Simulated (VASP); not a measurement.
# Hg (P6_3/mmc) in VASP: notebook

The runs below take Hg through single point, with PBE.

All numbers are computed with VASP 6.6.1; they aren't measurements. Logs are shortened: lines on timing, memory, paths and dates and some standing lists are left out, and cuts for length are marked.

### Step 1. The cell of the first run

Symmetry: P6_3/mmc, No. 194, hexagonal system. The conventional cell has a = 3.598 Å, b = 3.598 Å, c = 5.583 Å, α = 90.00°, β = 90.00°, γ = 120.00°. Within 4.6 Å of Hg (site symmetry -6m2) lie 12 Hg at 3.48 to 3.60 Å.

### Step 2. Single point, PBE

The input, INCAR:

```
SYSTEM = Hg
  PREC = Accurate
  ENCUT = 520
  EDIFF = 1E-7
  ISMEAR = -1
  SIGMA = 0.05
  LREAL = .False.
  LASPH = .True.
  NELM = 60
  ALGO = Normal
  ISIF = 2
  LWAVE = .False.
  LCHARG = .True.
  GGA = PE
  LELF = .True.
  LVHAR = .True.
  NBANDS = 19
```

The input, KPOINTS:

```
Automatic mesh
0
Gamma
  14 14 8
  0 0 0
```

The input, POSCAR:

```
Hg
1.0
    3.5976075976      0.0000000000      0.0000000000
   -1.7988037988      3.1156195723      0.0000000000
    0.0000000000      0.0000000000      5.5830457610
Hg
2
Direct
    0.3333333333      0.6666666667      0.2500000000
    0.6666666667      0.3333333333      0.7500000000
```

Potentials or basis: VASP PAW PBE potentials, release 64 (Hg).

Launch:

```bash
> cat potpaw_PBE.64/Hg/POTCAR > POTCAR
> mpirun -np 1 vasp_std > vasp.out
```

OUTCAR:

```text
SYSTEM = Hg
   PREC = Accurate
   ENCUT = 520
   EDIFF = 1E-7
   ISMEAR = -1
   LREAL = .False.
   LASPH = .True.
   NELM = 60
   ISIF = 2
   GGA = PE

 ion  position               nearest neighbor table
   1  0.333  0.667  0.250-   2 3.48   2 3.48   2 3.48   2 3.48   2 3.48   2 3.48
   2  0.667  0.333  0.750-   1 3.48   1 3.48   1 3.48   1 3.48   1 3.48   1 3.48

  LATTYP: Found a hexagonal cell.
 ALAT       =     3.5976075976
 C/A-ratio  =     1.5518773545

  Lattice vectors:

 A1 = (   3.5976075976,   0.0000000000,   0.0000000000)
 A2 = (  -1.7988037988,   3.1156195723,   0.0000000000)
 A3 = (   0.0000000000,   0.0000000000,   5.5830457610)

Analysis of symmetry for initial positions (statically):
=====================================================================
 Subroutine PRICEL returns:
 Original cell was already a primitive cell.

 Routine SETGRP: Setting up the symmetry group for a
 hexagonal supercell.

 Subroutine GETGRP returns: Found 24 space group operations
 (whereof 12 operations were pure point group operations)
 out of a pool of 24 trial point group operations.

The static configuration has the point symmetry D_3d.
 The point group associated with its full space group is D_6h.

Analysis of symmetry for dynamics (positions and initial velocities):
=====================================================================
 Subroutine PRICEL returns:
 Original cell was already a primitive cell.

 Routine SETGRP: Setting up the symmetry group for a
 hexagonal supercell.

 Subroutine GETGRP returns: Found 24 space group operations
 (whereof 12 operations were pure point group operations)
 out of a pool of 24 trial point group operations.

The dynamic configuration has the point symmetry D_3d.
 The point group associated with its full space group is D_6h.

 Subroutine INISYM returns: Found 24 space group operations
 (whereof 12 operations are pure point group operations),
 and found     1 'primitive' translations

----------------------------------------------------------------------------------------

                                     Primitive cell

  volume of cell :      62.5791

  direct lattice vectors                    reciprocal lattice vectors
     3.597607598  0.000000000  0.000000000     0.277962499  0.160481724  0.000000000
    -1.798803799  3.115619572  0.000000000     0.000000000  0.320963448  0.000000000
     0.000000000  0.000000000  5.583045761     0.000000000  0.000000000  0.179113703

  length of vectors
     3.597607598  3.597607598  5.583045761     0.320963448  0.320963448  0.179113703

  position of ions in fractional coordinates (direct lattice)
     0.333333333  0.666666667  0.250000000
     0.666666667  0.333333333  0.750000000

  ion indices of the primitive-cell ions
   primitive index   ion index
                 1           1
                 2           2

----------------------------------------------------------------------------------------

 KPOINTS: Automatic mesh

Automatic generation of k-mesh.
 Grid dimensions read from file:
 generate k-points for:   14   14    8

 Generating k-lattice:

  Cartesian coordinates                     Fractional coordinates (reciprocal lattice)
     0.019854464  0.011462980  0.000000000     0.071428571  0.000000000  0.000000000
     0.000000000  0.022925961  0.000000000     0.000000000  0.071428571  0.000000000
     0.000000000  0.000000000  0.022389213     0.000000000  0.000000000  0.125000000

  Length of vectors
     0.022925961  0.022925961  0.022389213

  Shift w.r.t. Gamma in fractional coordinates (k-lattice)
     0.000000000  0.000000000  0.000000000

 Subroutine IBZKPT returns following result:
 ===========================================

 Found    120 irreducible k-points:

 Following reciprocal coordinates:
            Coordinates               Weight
  0.000000  0.000000  0.000000      1.000000
  0.071429 -0.000000  0.000000      6.000000
  0.142857  0.000000  0.000000      6.000000
  0.214286  0.000000  0.000000      6.000000
  0.285714  0.000000  0.000000      6.000000
  0.357143 -0.000000  0.000000      6.000000
[... 16 lines left out ...]
  0.285714  0.285714  0.000000      6.000000
  0.357143  0.285714  0.000000      6.000000
 [... further k-points ...]
   k-points           NKPTS =    120   k-points in BZ     NKDIM =    120   number of bands    NBANDS=     19
   number of dos      NEDOS =    301   number of ions     NIONS =      2
   total plane-waves  NPLWV =  32928
   dimension x,y,z NGX =    28 NGY =   28 NGZ =   42
   dimension x,y,z NGXF=    56 NGYF=   56 NGZF=   84
   ions per type =               2
   NGX,Y,Z   is equivalent  to a cutoff of  12.94, 12.94, 12.51 a.u.
   NGXF,Y,Z  is equivalent  to a cutoff of  25.88, 25.88, 25.01 a.u.
 SYSTEM =  Hg
   PREC   = accura    normal or accurate (medium, high low for compatibility)
   ISTART =      0    job   : 0-new  1-cont  2-samecut
   ICHARG =      2    charge: 1-file 2-atom 10-const
   ISPIN  =      1    spin polarized calculation?
   LNONCOLLINEAR =      F non collinear calculations
   LSORBIT =      F    spin-orbit coupling
   LASPH  =      T    aspherical Exc in radial PAW
   ENCUT  =  520.0 eV  38.22 Ry    6.18 a.u.   6.69  6.69 10.38*2*pi/ulx,y,z
   NELM   =     60;   NELMIN=  2; NELMDL= -5     # of ELM steps
   EDIFF  = 0.1E-06   stopping-criterion for ELM
   LREAL  =      F    real-space projection
   EDIFFG = 0.1E-05   stopping-criterion for IOM
   NSW    =      0    number of steps for IOM
   IBRION =     -1    ionic relax: 0-MD 1-quasi-New 2-CG
   NFREE  =      0    steps in history (QN), initial steepest desc. (CG)
   ISIF   =      2    stress and relaxation
   ISYM   =      2    0-nonsym 1-usesym 2-fastsym
   POTIM  = 0.5000    time-step for ionic-motion
   TEBEG  =    0.0;   TEEND  =   0.0 temperature during run
   PSTRESS=    0.0 pullay stress
   NELECT =      24.0000    total number of electrons
   NUPDOWN=      -1.0000    fix difference up-down
   EMIN   =  10.00;   EMAX   =-10.00  energy-range for DOS
   EFERMI =   0.00;   METHOD = LEGACY
   ISMEAR =    -1;   SIGMA  =   0.05  broadening in eV -4-tet -1-fermi 0-gaus
   EFERMI_NEDOS =   21; number of points for ismear=-14 and -15
   IALGO  =     38    algorithm
   IMIX   =      4    mixing-type and parameters
     AMIX     =   0.40;   BMIX     =  1.00
     AMIX_MAG =   1.60;   BMIX_MAG =  1.00
  volume/ion in A,a.u.               =      31.29       211.15
  Fermi-wavevector in a.u.,A,eV,Ry     =   1.189421  2.247679 19.248452  1.414721
  Thomas-Fermi vector in A             =   2.325528
   LORBIT       =      0    0 simple, 1 ext, 2 COOP (PROOUT), +10 PAW based schemes
   GGA     = PE    functional components
   LHFCALC =     F    Hartree Fock is set to
   AEXX    =    0.0000 exact exchange contribution
   IVDW    =     0    specifies the selected vdW correction
   LEPSILON=     F    determine dielectric tensor
   LRPA    =     F    only Hartree local field effects (RPA)
 non-spin polarized calculation
  energy-cutoff  :      520.00
  volume of cell :       62.58
 maximum number of plane-waves:      1713
 NGX is ok and might be reduce to    28

 number of electron      24.0000006 magnetization

 Free energy of the ion-electron system (eV)
  ---------------------------------------------------
  ext. energy  EPLUGINS =         0.00000000
  ---------------------------------------------------
  free energy    TOTEN  =        -0.37775293 eV

  energy without entropy =       -0.37761743  energy(sigma->0) =       -0.37768518

 E-fermi :   0.4353     XC(G=0):  -9.3415

 val. band max:        0.2200324227   @ k =   0.2143   0.2143   0.0000
 cond. band min:       0.5303201968   @ k =   0.0000   0.0000   0.0000
 fundamental gap:      0.3102877741
 Fermi energy:         0.4353115609

 k-point     1 :       0.0000    0.0000    0.0000
  band No.  band energies     occupation
      1      -6.1929      2.00000
      2      -5.8688      2.00000
      3      -5.3781      2.00000
      4      -5.3781      2.00000
      5      -5.3488      2.00000
      6      -5.2952      2.00000
[... 11 lines left out ...]
     18      12.7676      0.00000
     19      13.4138      0.00000

 k-point     2 :       0.0714   -0.0000    0.0000
  band No.  band energies     occupation
      1      -6.1101      2.00000
      2      -5.8388      2.00000
      3      -5.4152      2.00000
      4      -5.3525      2.00000
      5      -5.3074      2.00000
      6      -5.2949      2.00000
[... 11 lines left out ...]
     18      13.5070      0.00000
     19      13.9291      0.00000

 k-point     3 :       0.1429    0.0000    0.0000
  band No.  band energies     occupation
      1      -5.8917      2.00000
      2      -5.7697      2.00000
      3      -5.4410      2.00000
      4      -5.3330      2.00000
      5      -5.3163      2.00000
      6      -5.3038      2.00000
[... 11 lines left out ...]
     18      13.1088      0.00000
     19      13.1450      0.00000

 k-point     4 :       0.2143    0.0000    0.0000
  band No.  band energies     occupation
      1      -5.7333      2.00000
      2      -5.6977      2.00000
      3      -5.4185      2.00000
      4      -5.3802      2.00000
      5      -5.3644      2.00000
      6      -5.2558      2.00000
[... 11 lines left out ...]
     18      12.0139      0.00000
     19      12.7544      0.00000

 k-point     5 :       0.2857    0.0000    0.0000
  band No.  band energies     occupation
      1      -5.7679      2.00000
      2      -5.6569      2.00000
      3      -5.5253      2.00000
      4      -5.4135      2.00000
      5      -5.2898      2.00000
      6      -5.1434      2.00000
[... 11 lines left out ...]
     18      11.4839      0.00000
     19      12.1597      0.00000
[... 334 lines left out ...]
      2      -5.6432      2.00000
      3      -5.5678      2.00000
      4      -5.4304      2.00000
      5      -5.2168      2.00000
      6      -5.2121      2.00000
[... 11 lines left out ...]
     18       8.1575      0.00000
     19      10.4769      0.00000

 k-point    22 :       0.3571    0.2143    0.0000
  band No.  band energies     occupation
      1      -5.7621      2.00000
      2      -5.6589      2.00000
      3      -5.5500      2.00000
      4      -5.4217      2.00000
      5      -5.2511      2.00000
      6      -5.1921      2.00000
[... 11 lines left out ...]
     18       7.7999      0.00000
     19      10.2456      0.00000

 k-point    23 :       0.2857    0.2857    0.0000
  band No.  band energies     occupation
      1      -5.7681      2.00000
      2      -5.5639      2.00000
      3      -5.5502      2.00000
      4      -5.4004      2.00000
      5      -5.2716      2.00000
      6      -5.2570      2.00000
[... 11 lines left out ...]
     18       7.3601      0.00000
     19       9.8732      0.00000

 k-point    24 :       0.3571    0.2857    0.0000
  band No.  band energies     occupation
      1      -5.7833      2.00000
      2      -5.5533      2.00000
      3      -5.5159      2.00000
      4      -5.3744      2.00000
      5      -5.3064      2.00000
      6      -5.2869      2.00000
[... 11 lines left out ...]
     18       6.7328      0.00000
     19       9.6789      0.00000

 [... further k-points ...]
[... 5 lines left out ...]
  --------------------------------------------------------------------------------------
  -------------------------------------------------------------------------------------
  Total        0.0072250      0.0072250      0.0192024      0.0000000      0.0000000      0.0000000
  in kB        0.1849778      0.1849778      0.4916277      0.0000000      0.0000000      0.0000000
  external PRESSURE =       0.2871944 kB  Pullay stress =       0.0000000 kB

 VOLUME and BASIS-vectors are now :
 -----------------------------------------------------------------------------
  energy-cutoff  :      520.00
  volume of cell :       62.58
      direct lattice vectors                 reciprocal lattice vectors
     3.597607598  0.000000000  0.000000000     0.277962499  0.160481724  0.000000000
    -1.798803799  3.115619572  0.000000000     0.000000000  0.320963448  0.000000000
     0.000000000  0.000000000  5.583045761     0.000000000  0.000000000  0.179113703

 POSITION                                       TOTAL-FORCE (eV/Angst)
 -----------------------------------------------------------------------------------
     -0.00000      2.07708      1.39576         0.000000     -0.000000      0.000000
      1.79880      1.03854      4.18728        -0.000000      0.000000     -0.000000
 -----------------------------------------------------------------------------------
    total drift:                               -0.000000      0.000000     -0.000000

  FREE ENERGIE OF THE ION-ELECTRON SYSTEM (eV)
  ---------------------------------------------------
  free  energy   TOTEN  =        -0.3777529312 eV

  energy  without entropy=       -0.3776174337  energy(sigma->0) =       -0.37768518
```

Wall time 69 s (1 thread of Intel Xeon Platinum 8375C at 2.90GHz (Ice Lake), shared host); peak memory 0.25 GiB.

What came out:

```
Free energy            : -0.3778 eV
Pressure               : 0.0 GPa
Band gap on the k mesh : 0.31 eV, indirect (least direct gap 1.27 eV)
```

Caveat: spin-orbit coupling is left out, which moves the levels of the heavy elements. A k mesh can miss the band edges.

### Step 3. Single point, PBE

This run uses another cell than the first one, of 14.08 Å³/atom, 0.450 times its volume.

The input, INCAR:

```
ALGO = Normal
EDIFF = 1E-6
ENCUT = 520
GGA = PE
ISIF = 2
ISMEAR = -1
LASPH = True
LCHARG = True
LELF = True
LREAL = False
LVHAR = True
LWAVE = False
NBANDS = 19
NELM = 60
PREC = Accurate
SIGMA = 0.05
```

The input, KPOINTS:

```
k-points
0
Gamma
  14 14 8
```

The input, POSCAR:

```
Hg
1.0
    2.6974430330      0.0000000000      0.0000000000
   -1.3487215165      2.3360541919      0.0000000000
    0.0000000000      0.0000000000      4.4689626135
Hg
2
Direct
    0.3333333333      0.6666666667      0.2500000000
    0.6666666667      0.3333333333      0.7500000000
```

Potentials or basis: VASP PAW PBE potentials, release 64 (Hg).

Launch:

```bash
> cat potpaw_PBE.64/Hg/POTCAR > POTCAR
> mpirun -np 1 vasp_std > vasp.out
```

Run time: 44 s. Hardware: 1 thread of Intel Xeon Platinum 8259CL at 2.50GHz (Skylake/Cascade Lake), shared host; peak memory 0.18 GiB.

The run converged. Its results:

| Property | Result |
| --- | --- |
| Free energy | 4.3832 eV |
| Pressure | 127.5 GPa |
| Band gap on the k mesh | zero (band 12 reaches 10.30 eV, above the bottom of band 13 at 8.49 eV) |

Stress tensor (GPa, compression positive):
```
127.68   0.00   0.00
  0.00 127.68   0.00
  0.00   0.00 127.23
```

Levels at points of the mesh, in eV from the Fermi level:
```tsv
k point	band 8	band 9	band 10	band 11	band 12	band 13	band 14	band 15	band 16	band 17
(0.00, 0.00, 0.00)	-9.75	-9.75	-8.04	-8.04	-5.88	-1.30	12.38	14.23	15.18	16.91
(0.50, 0.00, 0.00)	-7.73	-7.72	-7.49	-4.55	-3.04	2.30	3.82	4.44	7.31	8.66
(0.00, 0.00, 0.50)	-10.91	-8.60	-8.60	-8.60	-8.60	8.04	8.04	12.85	12.85	17.17
(0.50, 0.00, 0.50)	-8.20	-7.58	-7.58	-4.23	-4.23	0.05	0.05	11.09	11.09	11.23
```

Caveat: spin-orbit coupling is left out, which moves the levels of the heavy elements.

### Step 4. Single point, PBE

The input, INCAR:

```
SYSTEM = Hg
PREC = Accurate
ENCUT = 520
EDIFF = 1E-7
ISMEAR = -1
SIGMA = 0.05
LREAL = .FALSE.
LASPH = .TRUE.
NELM = 80
ALGO = Normal
ISIF = 2
LWAVE = .FALSE.
LCHARG = .FALSE.
GGA = PE
NBANDS = 19
```

The input, KPOINTS:

```
Automatic mesh
0
G
  14 14 8
  0 0 0
```

POSCAR is that of step 3.

Launch:

```bash
> cat potpaw_PBE.64/Hg/POTCAR > POTCAR
> mpirun -np 1 vasp_std > vasp.out
```

Wall time 49 s (1 thread of Intel Xeon Platinum 8259CL at 2.50GHz (Skylake/Cascade Lake), shared host); peak memory 0.18 GiB.

Results (log left out):

| Quantity | Value |
| --- | --- |
| Free energy | 4.3832 eV |
| Pressure | 127.5 GPa |
| Band gap on the k mesh | zero (band 12 reaches 10.30 eV, above the bottom of band 13 at 8.49 eV) |

Stress tensor (GPa, compression positive):
```
127.69   0.00   0.00
  0.00 127.69   0.00
  0.00   0.00 127.24
```

Levels at points of the mesh, in eV from the Fermi level:
| k point | band 8 | band 9 | band 10 | band 11 | band 12 | band 13 | band 14 | band 15 | band 16 | band 17 |
| --- | --- | --- | --- | --- | --- | --- | --- | --- | --- | --- |
| (0.00, 0.00, 0.00) | -9.75 | -9.75 | -8.04 | -8.04 | -5.88 | -1.30 | 12.38 | 14.23 | 15.18 | 16.91 |
| (0.50, 0.00, 0.00) | -7.73 | -7.72 | -7.49 | -4.55 | -3.04 | 2.30 | 3.82 | 4.44 | 7.31 | 8.66 |
| (0.00, 0.00, 0.50) | -10.91 | -8.60 | -8.60 | -8.60 | -8.60 | 8.04 | 8.04 | 12.85 | 12.85 | 17.17 |
| (0.50, 0.00, 0.50) | -8.20 | -7.58 | -7.58 | -4.22 | -4.22 | 0.05 | 0.05 | 11.09 | 11.09 | 11.23 |

Caveat: spin-orbit coupling is left out, which moves the levels of the heavy elements.

### Step 5. Single point, PBE

This run uses another cell than the first one, of 16.27 Å³/atom, 0.520 times its volume.

The input, INCAR:

```
SYSTEM = Hg
PREC = Accurate ; ENCUT = 520
EDIFF = 1E-6 ; ISMEAR = -1
SIGMA = 0.05 ; LREAL = .FALSE.
LASPH = .TRUE. ; NELM = 60
ALGO = Normal ; ISIF = 2
LWAVE = .FALSE. ; LCHARG = .FALSE.
GGA = PE ; NBANDS = 19
```

KPOINTS is that of step 4.

The input, POSCAR:

```
Hg
1.0
    2.8237647053      0.0000000000      0.0000000000
   -1.4118823527      2.4454519691      0.0000000000
    0.0000000000      0.0000000000      4.7124320756
Hg
2
Direct
    0.3333333333      0.6666666667      0.2500000000
    0.6666666667      0.3333333333      0.7500000000
```

Launch:

```bash
> cat potpaw_PBE.64/Hg/POTCAR > POTCAR
> mpirun -np 1 vasp_std > vasp.out
```

Wall time 54 s (1 thread of Intel Xeon Platinum 8259CL at 2.50GHz (Skylake/Cascade Lake), shared host); peak memory 0.19 GiB.

It converged, with:

```yaml
Free_energy: 1.9178 eV
Pressure: 60.8 GPa
Band_gap_on_the_k_mesh: zero (band 12 reaches 7.75 eV, above the bottom of band 13 at 5.75 eV)
```

Stress tensor (GPa, compression positive):
```
60.97  0.00  0.00
 0.00 60.97  0.00
 0.00  0.00 60.58
```

Levels at points of the mesh, in eV from the Fermi level:
```tsv
k point	band 9	band 10	band 11	band 12	band 13	band 14	band 15	band 16
(0.00, 0.00, 0.00)	-8.45	-7.18	-7.18	-4.41	-1.48	13.06	14.44	15.43
(0.50, 0.00, 0.00)	-6.92	-6.75	-3.71	-2.64	2.53	3.90	3.94	7.58
(0.00, 0.00, 0.50)	-7.61	-7.61	-7.61	-7.61	7.48	7.48	13.42	13.42
(0.50, 0.00, 0.50)	-6.81	-6.81	-3.06	-3.06	-0.07	-0.07	10.85	10.85
```

Caveat: spin-orbit coupling is left out, which moves the levels of the heavy elements.

(Continued in part 2 of 2.)
